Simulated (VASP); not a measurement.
Crystal: Sr2BiC3.

```
CELL_PARAMETERS angstrom
6.04607 0.00000 0.00000
-3.02303 5.23605 0.00000
0.00000 0.00000 3.68156
ATOMIC_POSITIONS crystal
Sr 0.33333 0.66667 0.00000
Sr 0.66667 0.33333 0.00000
Bi 0.00000 0.00000 0.00000
C 0.50000 0.00000 0.50000
C 0.50000 0.50000 0.50000
C 0.00000 0.50000 0.50000
```

* Program: VASP 6.6.1
* Task: relaxation of cell and atoms
* Functional: PBE
* Potentials or basis: VASP PAW PBE potentials, release 64 (Sr_sv, Bi_d, C)
* Cutoff: 600 eV
* k mesh: 3 × 3 × 6
* Occupations: gaussian, width 0.1 eV
* Spin: no spin polarisation

At the start: pressure 9.1 GPa; volume 19.42 Å³/atom.

Task: How do energy, volume and symmetry change on relaxing?

Result: Over 10 steps the energy falls by 129.0 meV/atom and the volume is 21.30 Å³/atom (+9.7 %); space group P6/mmm (No. 191, to 0.1 Å) before and after.

Step by step:
```tsv
step	energy change (eV)	largest force (eV/Å)	pressure (GPa)	volume (Å³)
1	0.0000	0.0000	9.07	116.55
2	-0.5776	0.0000	-0.88	135.98
3	-0.5779	0.0000	-0.75	135.59
4	-0.6315	0.0000	-0.72	134.39
5	-0.7636	0.0000	-0.70	130.49
6	-0.2896	0.0000	1.04	121.47
7	-0.7699	0.0000	-0.70	129.78
8	-0.7704	0.0000	-0.69	129.56
9	-0.7718	0.0000	0.57	126.44
10	-0.7743	0.0000	0.00	127.80
```

Final structure:
```
Sr Bi C
1.0
     5.89670    0.00000    0.00000
    -2.94835    5.10669    0.00000
     0.00000    0.00000    4.24411
Sr Bi C
2 1 3
Direct
  0.33333 0.66667 0.00000
  0.66667 0.33333 0.00000
  0.00000 0.00000 0.00000
  0.50000 0.00000 0.50000
  0.50000 0.50000 0.50000
  0.00000 0.50000 0.50000
```

Caveat: the k points lie up to 0.41 Å⁻¹ apart in the final cell, too coarse for converged energies and pressures of a metal; a cell axis changed by over 15 % at a fixed basis, so the end point is rough.
